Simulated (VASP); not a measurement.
# BN (C2/m) in VASP: further runs

Runs on BN. Level: r2SCAN. Tasks: single point.

Everything below comes from runs of VASP 6.6.1. Logs are shortened: lines on timing, memory, paths and dates and some standing lists are left out, and cuts for length are marked.

## (1) The cell of the first run

It takes space group C2/m (No. 12, monoclinic). Conventional cell: a = 4.332 Å, b = 2.501 Å, c = 6.875 Å, α = 90.00°, β = 91.72°, γ = 90.00°. B (site symmetry m) has 3 N at 1.44 Å within 1.9 Å. Within 1.9 Å of N (site symmetry m) lie 3 B at 1.44 Å.

## (2) Single point, r2SCAN (strain -0.0300 x Voigt [0, 0, 0, 1, 0, 0])

The input, POSCAR:

```
BN
1.0
    2.5009753125      0.0000000000      0.0000000000
   -1.2504876563      2.1659081548     -0.0324886223
    0.0000000000     -0.1031124250      6.8741616654
B N
2 2
Direct
    0.3333333333      0.6666666667      0.2500000000
    0.6666666667      0.3333333333      0.7500000000
    0.3333333333      0.6666666667      0.7500000000
    0.6666666667      0.3333333333      0.2500000000
```

The input, INCAR.step1:

```
  PREC = Accurate
  ENCUT = 520
  ISMEAR = 0
  SIGMA = 0.05
  LREAL = F
  LASPH = T
  NELM = 60
  NBANDS = 16
  GGA = PE
  ALGO = Normal
  EDIFF = 1E-4
  LWAVE = T
  LCHARG = F
```

The input, INCAR.step2:

```
  PREC = Accurate
  ENCUT = 520
  EDIFF = 1E-7
  ISMEAR = 0
  SIGMA = 0.05
  LREAL = F
  LASPH = T
  NELM = 60
  ALGO = Normal
  ISIF = 2
  LWAVE = F
  LCHARG = T
  METAGGA = R2SCAN
  LMIXTAU = T
  LELF = T
  LVHAR = T
  NBANDS = 16
  ISTART = 1
```

The input, KPOINTS:

```
Automatic mesh
0
Gamma
  12 12 4
```

Potentials or basis: VASP PAW PBE potentials, release 64 (B, N).

Started as:

```
cat potpaw_PBE.64/B/POTCAR potpaw_PBE.64/N/POTCAR > POTCAR
cp INCAR.step1 INCAR
mpirun -np 1 vasp_std > vasp.out
cp INCAR.step2 INCAR
mpirun -np 1 vasp_std > vasp.out
```

OUTCAR:

```text
PREC = Accurate
   ENCUT = 520
   EDIFF = 1E-7
   ISMEAR = 0
   LREAL = F
   LASPH = T
   NELM = 60
   ISIF = 2
   METAGGA = R2SCAN
   ISTART = 1

 ion  position               nearest neighbor table
   1  0.333  0.667  0.250-   4 1.44   4 1.44   4 1.44
   2  0.667  0.333  0.750-   3 1.44   3 1.44   3 1.44
   3  0.333  0.667  0.750-   2 1.44   2 1.44   2 1.44
   4  0.667  0.333  0.250-   1 1.44   1 1.44   1 1.44

  LATTYP: Found a base centered monoclinic cell.
 ALAT       =     4.3323036115
 B/A-ratio  =     0.5772853283
 C/A-ratio  =     1.5869005457
 COS(beta)  =    -0.0299932515

  Lattice vectors:

 A1 = (   1.2504876562,   2.1659081548,  -0.0324886223)
 A2 = (  -1.2504876563,   2.1659081548,  -0.0324886223)
 A3 = (   0.0000000000,  -0.1031124250,   6.8741616654)

Analysis of symmetry for initial positions (statically):
=====================================================================
 Subroutine PRICEL returns:
 Original cell was already a primitive cell.

 Routine SETGRP: Setting up the symmetry group for a
 base centered monoclinic supercell.

 Subroutine GETGRP returns: Found  4 space group operations
 (whereof  4 operations were pure point group operations)
 out of a pool of  4 trial point group operations.

The static configuration has the point symmetry C_2h.

Analysis of symmetry for dynamics (positions and initial velocities):
=====================================================================
 Subroutine PRICEL returns:
 Original cell was already a primitive cell.

 Routine SETGRP: Setting up the symmetry group for a
 base centered monoclinic supercell.

 Subroutine GETGRP returns: Found  4 space group operations
 (whereof  4 operations were pure point group operations)
 out of a pool of  4 trial point group operations.

The dynamic configuration has the point symmetry C_2h.

 Subroutine INISYM returns: Found  4 space group operations
 (whereof  4 operations are pure point group operations),
 and found     1 'primitive' translations

----------------------------------------------------------------------------------------

                                     Primitive cell

  volume of cell :      37.2282

  direct lattice vectors                    reciprocal lattice vectors
     2.500975313  0.000000000  0.000000000     0.399844011  0.230902000  0.003463530
    -1.250487656  2.165908155 -0.032488622     0.000000000  0.461804001  0.006927060
     0.000000000 -0.103112425  6.874161665     0.000000000  0.002182575  0.145505023

  length of vectors
     2.500975313  2.501186323  6.874934965     0.461739064  0.461855951  0.145521391

  position of ions in fractional coordinates (direct lattice)
     0.333333333  0.666666667  0.250000000
     0.666666667  0.333333333  0.750000000
     0.333333333  0.666666667  0.750000000
     0.666666667  0.333333333  0.250000000

  ion indices of the primitive-cell ions
   primitive index   ion index
                 1           1
                 2           2
                 3           3
                 4           4

----------------------------------------------------------------------------------------

 KPOINTS: Automatic mesh

Automatic generation of k-mesh.
 Grid dimensions read from file:
 generate k-points for:   12   12    4

 Generating k-lattice:

  Cartesian coordinates                     Fractional coordinates (reciprocal lattice)
     0.033320334  0.019241833  0.000288628     0.083333333 -0.000000000  0.000000000
     0.000000000  0.038483667  0.000577255     0.000000000  0.083333333  0.000000000
     0.000000000  0.000545644  0.036376256     0.000000000  0.000000000  0.250000000

  Length of vectors
     0.038478255  0.038487996  0.036380348

  Shift w.r.t. Gamma in fractional coordinates (k-lattice)
     0.000000000  0.000000000  0.000000000

 Subroutine IBZKPT returns following result:
 ===========================================

 Found    164 irreducible k-points:

 Following reciprocal coordinates:
            Coordinates               Weight
  0.000000  0.000000  0.000000      1.000000
  0.083333 -0.000000 -0.000000      4.000000
  0.166667 -0.000000 -0.000000      4.000000
  0.250000 -0.000000 -0.000000      4.000000
  0.333333 -0.000000 -0.000000      4.000000
  0.416667 -0.000000 -0.000000      4.000000
[... 16 lines left out ...]
  0.333333  0.166667 -0.000000      4.000000
  0.416667  0.166667  0.000000      4.000000
 [... further k-points ...]
   k-points           NKPTS =    164   k-points in BZ     NKDIM =    164   number of bands    NBANDS=     16
   number of dos      NEDOS =    301   number of ions     NIONS =      4
   total plane-waves  NPLWV =  21600
   dimension x,y,z NGX =    20 NGY =   20 NGZ =   54
   dimension x,y,z NGXF=    40 NGYF=   40 NGZF=  108
   ions per type =               2   2
   NGX,Y,Z   is equivalent  to a cutoff of  13.29, 13.29, 13.06 a.u.
   NGXF,Y,Z  is equivalent  to a cutoff of  26.59, 26.59, 26.12 a.u.
 SYSTEM =  unknown system
   PREC   = accura    normal or accurate (medium, high low for compatibility)
   ISTART =      1    job   : 0-new  1-cont  2-samecut
   ICHARG =      0    charge: 1-file 2-atom 10-const
   ISPIN  =      1    spin polarized calculation?
   LNONCOLLINEAR =      F non collinear calculations
   LSORBIT =      F    spin-orbit coupling
   LASPH  =      T    aspherical Exc in radial PAW
   ENCUT  =  520.0 eV  38.22 Ry    6.18 a.u.   4.65  4.65 12.78*2*pi/ulx,y,z
   NELM   =     60;   NELMIN=  2; NELMDL=  0     # of ELM steps
   EDIFF  = 0.1E-06   stopping-criterion for ELM
   LREAL  =      F    real-space projection
   EDIFFG = 0.1E-05   stopping-criterion for IOM
   NSW    =      0    number of steps for IOM
   IBRION =     -1    ionic relax: 0-MD 1-quasi-New 2-CG
   NFREE  =      0    steps in history (QN), initial steepest desc. (CG)
   ISIF   =      2    stress and relaxation
   ISYM   =      2    0-nonsym 1-usesym 2-fastsym
   POTIM  = 0.5000    time-step for ionic-motion
   TEBEG  =    0.0;   TEEND  =   0.0 temperature during run
   PSTRESS=    0.0 pullay stress
   NELECT =      16.0000    total number of electrons
   NUPDOWN=      -1.0000    fix difference up-down
   EMIN   =  10.00;   EMAX   =-10.00  energy-range for DOS
   EFERMI =   0.00;   METHOD = LEGACY
   ISMEAR =     0;   SIGMA  =   0.05  broadening in eV -4-tet -1-fermi 0-gaus
   EFERMI_NEDOS =   21; number of points for ismear=-14 and -15
   IALGO  =     38    algorithm
   IMIX   =      4    mixing-type and parameters
     AMIX     =   0.40;   BMIX     =  1.00
     AMIX_MAG =   1.60;   BMIX_MAG =  1.00
  volume/ion in A,a.u.               =       9.31        62.81
  Fermi-wavevector in a.u.,A,eV,Ry     =   1.235448  2.334657 20.766992  1.526331
  Thomas-Fermi vector in A             =   2.370097
   LORBIT       =      0    0 simple, 1 ext, 2 COOP (PROOUT), +10 PAW based schemes
   METAGGA = R2SCAN    functional components
   LHFCALC =     F    Hartree Fock is set to
   AEXX    =    0.0000 exact exchange contribution
   IVDW    =     0    specifies the selected vdW correction
   LEPSILON=     F    determine dielectric tensor
   LRPA    =     F    only Hartree local field effects (RPA)
 non-spin polarized calculation
 Gauss-broadening in eV      SIGMA  =   0.05
  energy-cutoff  :      520.00
  volume of cell :       37.23
 maximum number of plane-waves:      1020
   NGX =  9   NGY =  9   NGZ = 25

 number of electron      16.0000000 magnetization

 Free energy of the ion-electron system (eV)
  ---------------------------------------------------
  ext. energy  EPLUGINS =         0.00000000
  ---------------------------------------------------
  free energy    TOTEN  =       -38.59574541 eV

  energy without entropy =      -38.59574541  energy(sigma->0) =      -38.59574541

 E-fermi :   2.0004     XC(G=0): -10.5140

 val. band max:        1.7930160643   @ k =   0.3333   0.3333   0.5000
 cond. band min:       6.6824421427   @ k =   0.0000   0.5000  -0.0000
 fundamental gap:      4.8894260785
 Fermi energy:         2.0004480441

 k-point     1 :       0.0000    0.0000    0.0000
  band No.  band energies     occupation
      1     -17.0285      2.00000
      2     -16.8062      2.00000
      3      -4.4952      2.00000
      4      -2.6458      2.00000
      5       0.4058      2.00000
      6       0.4061      2.00000
[... 8 lines left out ...]
     15      14.6605      0.00000
     16      16.0632      0.00000

 k-point     2 :       0.0833   -0.0000   -0.0000
  band No.  band energies     occupation
      1     -16.8870      2.00000
      2     -16.6683      2.00000
      3      -4.3011      2.00000
      4      -2.4687      2.00000
      5      -0.1817      2.00000
      6      -0.1602      2.00000
[... 8 lines left out ...]
     15      15.1769      0.00000
     16      15.5169      0.00000

 k-point     3 :       0.1667   -0.0000   -0.0000
  band No.  band energies     occupation
      1     -16.4705      2.00000
      2     -16.2627      2.00000
      3      -3.7261      2.00000
      4      -1.9481      2.00000
      5      -1.6706      2.00000
      6      -1.6445      2.00000
[... 8 lines left out ...]
     15      16.4286      0.00000
     16      16.5212      0.00000

 k-point     4 :       0.2500   -0.0000   -0.0000
  band No.  band energies     occupation
      1     -15.8084      2.00000
      2     -15.6198      2.00000
      3      -3.5574      2.00000
      4      -3.5148      2.00000
      5      -2.7978      2.00000
      6      -1.2947      2.00000
[... 8 lines left out ...]
     15      17.7449      0.00000
     16      18.8432      0.00000

 k-point     5 :       0.3333   -0.0000   -0.0000
  band No.  band energies     occupation
      1     -14.9741      2.00000
      2     -14.8163      2.00000
      3      -5.4293      2.00000
      4      -5.3704      2.00000
      5      -1.9533      2.00000
      6      -1.9083      2.00000
[... 8 lines left out ...]
     15      18.4058      0.00000
     16      21.5444      0.00000

 k-point     6 :       0.4167   -0.0000   -0.0000
  band No.  band energies     occupation
      1     -14.1516      2.00000
      2     -14.0444      2.00000
      3      -6.9115      2.00000
      4      -6.8496      2.00000
      5      -2.3854      2.00000
      6      -2.3383      2.00000
[... 8 lines left out ...]
     15      17.6208      0.00000
     16      21.1336      0.00000
[... 267 lines left out ...]
 k-point    21 :       0.1667    0.1667   -0.0000
  band No.  band energies     occupation
      1     -15.4296      2.00000
      2     -15.2531      2.00000
      3      -3.9849      2.00000
      4      -3.9804      2.00000
      5      -2.3004      2.00000
      6      -2.2591      2.00000
[... 8 lines left out ...]
     15      16.9855      0.00000
     16      17.6414      0.00000

 k-point    22 :       0.2500    0.1667   -0.0000
  band No.  band energies     occupation
      1     -14.6345      2.00000
      2     -14.4895      2.00000
      3      -5.4142      2.00000
      4      -5.3790      2.00000
      5      -3.2147      2.00000
      6      -3.1675      2.00000
[... 8 lines left out ...]
     15      17.0718      0.00000
     16      18.9632      0.00000

 k-point    23 :       0.3333    0.1667   -0.0000
  band No.  band energies     occupation
      1     -13.8651      2.00000
      2     -13.7696      2.00000
      3      -6.6568      2.00000
      4      -6.5994      2.00000
      5      -3.7678      2.00000
      6      -3.7141      2.00000
[... 8 lines left out ...]
     15      17.4962      0.00000
     16      20.4768      0.00000

 k-point    24 :       0.4167    0.1667    0.0000
  band No.  band energies     occupation
      1     -13.5018      2.00000
      2     -13.4549      2.00000
      3      -7.1785      2.00000
      4      -7.1170      2.00000
      5      -3.9502      2.00000
      6      -3.8939      2.00000
[... 8 lines left out ...]
     15      17.0964      0.00000
     16      20.1410      0.00000

 [... further k-points ...]
[... 5 lines left out ...]
  --------------------------------------------------------------------------------------
  -------------------------------------------------------------------------------------
  Total        0.1513497      0.1319994     -0.0508403     -0.0000000      0.0242886     -0.0000000
  in kB        6.5135950      5.6808198     -2.1879980     -0.0000000      1.0453030     -0.0000000
  external PRESSURE =       3.3354723 kB  Pullay stress =       0.0000000 kB

 VOLUME and BASIS-vectors are now :
 -----------------------------------------------------------------------------
  energy-cutoff  :      520.00
  volume of cell :       37.23
      direct lattice vectors                 reciprocal lattice vectors
     2.500975313  0.000000000  0.000000000     0.399844011  0.230902000  0.003463530
    -1.250487656  2.165908155 -0.032488622     0.000000000  0.461804001  0.006927060
     0.000000000 -0.103112425  6.874161665     0.000000000  0.002182575  0.145505023

 POSITION                                       TOTAL-FORCE (eV/Angst)
 -----------------------------------------------------------------------------------
     -0.00000      1.41816      1.69688        -0.000000      0.000910      0.000016
      1.25049      0.64464      5.14479         0.000000     -0.000910     -0.000016
     -0.00000      1.36660      5.13396        -0.000000      0.000151     -0.000082
      1.25049      0.69619      1.70771         0.000000     -0.000151      0.000082
 -----------------------------------------------------------------------------------
    total drift:                                0.000000     -0.000000     -0.000000

  FREE ENERGIE OF THE ION-ELECTRON SYSTEM (eV)
  ---------------------------------------------------
  free  energy   TOTEN  =       -38.5957454147 eV

  energy  without entropy=      -38.5957454147  energy(sigma->0) =      -38.59574541
```

Wall time 6.2 min (1 thread of Intel Xeon Platinum 8259CL at 2.50GHz (Skylake/Cascade Lake), shared host); peak memory 0.21 GiB.

Results:

| Property | Result |
| --- | --- |
| Free energy | -38.5957 eV |
| Pressure | 0.3 GPa |
| Band gap on the k mesh | 4.89 eV, indirect (least direct gap 5.25 eV) |

Stress tensor (GPa, compression positive):
```
 0.65  0.00  0.00
 0.00  0.57  0.10
 0.00  0.10 -0.22
```

Caveat: the cell differs from its parent crystal (strain -0.0300 x Voigt [0, 0, 0, 1, 0, 0]); the PAW data sets were made with another functional, which shifts forces and pressure a little. A k mesh can miss the band edges.

## (3) Single point, r2SCAN (strain +0.0150 x Voigt [0, 0, 0, 1, 0, 0])

Edit POSCAR of step 2 so:

```diff
@@ -3,4 +3,4 @@
     2.5009753125      0.0000000000      0.0000000000
-   -1.2504876563      2.1659081548     -0.0324886223
-    0.0000000000     -0.1031124250      6.8741616654
+   -1.2504876563      2.1659081548      0.0162443112
+    0.0000000000      0.0515562125      6.8741616654
 B N
```

The input, INCAR.step1:

```
PREC = Accurate
ENCUT = 520
ISMEAR = 0
SIGMA = 0.05
LREAL = F
LASPH = T
NELM = 80
NBANDS = 16
GGA = PE
ALGO = Normal
EDIFF = 1E-4
LWAVE = T
LCHARG = F
```

The input, INCAR.step2:

```
PREC = Accurate
ENCUT = 520
EDIFF = 1E-7
ISMEAR = 0
SIGMA = 0.05
LREAL = F
LASPH = T
NELM = 80
ALGO = Normal
ISIF = 2
LWAVE = F
LCHARG = T
METAGGA = R2SCAN
LMIXTAU = T
LELF = T
LVHAR = T
NBANDS = 16
ISTART = 1
```

KPOINTS is that of step 2.

Potentials or basis: VASP PAW PBE potentials, release 64 (B, N).

Started as:

```
cat potpaw_PBE.64/B/POTCAR potpaw_PBE.64/N/POTCAR > POTCAR
cp INCAR.step1 INCAR
mpirun -np 1 vasp_std > vasp.out
cp INCAR.step2 INCAR
mpirun -np 1 vasp_std > vasp.out
```

Run time: 6 min. Hardware: 1 thread of Intel Xeon Platinum 8259CL at 2.50GHz (Skylake/Cascade Lake), shared host; peak memory 0.21 GiB.

It converged, with:

```
Free energy            : -38.5960 eV
Pressure               : 0.4 GPa
Band gap on the k mesh : 4.91 eV, indirect (least direct gap 5.31 eV)
```

Stress tensor (GPa, compression positive):
```
 0.67  0.00  0.00
 0.00  0.65 -0.05
 0.00 -0.05 -0.23
```

Levels at points of the mesh, in eV from the valence-band top:
```csv
k point,band 6,band 7,band 8,band 9,band 10,band 11
"(0.00, 0.00, 0.00)",-1.37,-1.34,-1.34,5.38,10.59,12.32
"(0.50, 0.00, 0.00)",-4.26,-1.37,-0.53,4.91,6.17,10.19
"(0.00, 0.50, 0.00)",-4.26,-1.37,-0.53,4.91,6.17,10.20
"(0.00, 0.00, 0.50)",-1.36,-1.35,-1.35,7.68,7.68,12.37
"(0.50, 0.00, 0.50)",-4.28,-0.95,-0.92,5.31,5.38,10.62
"(0.00, 0.50, 0.50)",-4.28,-0.96,-0.91,5.27,5.42,10.62
```

Caveat: the cell differs from its parent crystal (strain +0.0150 x Voigt [0, 0, 0, 1, 0, 0]); the PAW data sets were made with another functional, which shifts forces and pressure a little. A k mesh can miss the band edges.

(Continued in part 2 of 2.)
